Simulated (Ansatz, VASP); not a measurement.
## One calculation of Sr3Be4, two programs

```
Sr Be
1.0
     5.10081    0.00000    0.00000
     0.00000    5.10081    0.00000
     0.00000    0.00000    5.10081
Sr Be
3 4
Cartesian
  0.0000 2.5504 2.5504
  2.5504 0.0000 2.5504
  2.5504 2.5504 0.0000
  2.5504 0.0000 0.0000
  0.0000 2.5504 0.0000
  0.0000 0.0000 2.5504
  2.5504 2.5504 2.5504
```

Alike in both runs: task relaxation of cell and atoms; functional PBE; k mesh 4 × 4 × 4; occupations gaussian, width 0.1 eV; no spin polarisation.

|  | VASP | Ansatz |
| --- | --- | --- |
| version | VASP 6.6.1 | Ansatz 0.2.0 |
| potentials or method | VASP PAW PBE potentials, release 64 (Sr_sv, Be), cutoff 600 eV | scalar-relativistic, plane waves, PAW |
| valence electrons in the cell | 38 | 38 |

|  | VASP | Ansatz | Ansatz less VASP |
| --- | --- | --- | --- |
| gap on the k mesh at the Fermi level, each at its own relaxed structure (eV) | none | none | - |
| relaxed volume (Å³/atom) | 35.75 | 35.90 | +0.151 |
| relaxed length of the cell vector where the two differ most in proportion (Å) | 6.302 | 6.311 | +0.0088 |

A gap of «none» marks a metal or a gap that the smearing closes.

Noted on VASP's run: the volume moved by over 15 % at a fixed basis, so the end points are rough.
